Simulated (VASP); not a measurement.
# CuNi3: single point with PBEsol

Crystal: CuNi3.

```xyz
4
Lattice="-1.7325 1.7325 3.4223 1.7325 -1.7325 3.4223 1.7325 1.7325 -3.4223" Properties=species:S:1:pos:R:3 pbc="T T T"
Cu    0.0000    0.0000    0.0000
Ni    0.0000    0.0000    3.4223
Ni    1.7325    0.0000    1.7111
Ni    0.0000    1.7325    1.7111
```

This cell differs from its parent crystal: volume scaled by 0.96.

```
Program                : VASP 6.6.1
Task                   : single point
Functional             : PBEsol
Potentials or basis    : VASP PAW PBE potentials, release 64 (Cu, Ni)
Cutoff                 : 520 eV
k mesh                 : 11 × 11 × 11
Occupations            : fermi-dirac, width 0.05 eV
Spin                   : collinear spin, ferromagnetic start
Starting moments       : [0.6, 1.0, 1.0, 1.0] μB
Dipole correction      : no
Further INCAR settings : ALGO = Normal; EDIFF = 1e-06; NBANDS = 32
```

```json
{
 "Pressure": "7.0 GPa",
 "Net moment": "1.45 μB per cell",
 "Site moments": "Cu +0.01; Ni +0.50, +0.48 μB",
 "Valence electrons inside the program's atomic spheres": "Cu 10.18; Ni 9.42, 9.43"
}
```

Stress tensor (GPa, compression positive):
```
6.73 0.00 0.00
0.00 6.73 0.00
0.00 0.00 7.51
```

Levels at points of the mesh, in eV from the Fermi level:
Spin up:
```tsv
k point	band 18	band 19	band 20	band 21	band 22	band 23	band 24	band 25
(0.00, 0.00, 0.00)	-0.46	-0.39	-0.39	-0.19	2.51	7.85	7.85	7.91
```
Spin down:
| k point | band 18 | band 19 | band 20 | band 21 | band 22 | band 23 |
| --- | --- | --- | --- | --- | --- | --- |
| (0.00, 0.00, 0.00) | -0.04 | 0.16 | 0.16 | 0.50 | 2.51 | 7.98 |

Wall time 2.5 min on 1 thread of Intel(R) Xeon(R) 6975P-C (Granite Rapids), with other jobs on the host, peak memory 0.38 GiB.

Caveat: the PAW data sets were made with another functional, which shifts forces and pressure a little.
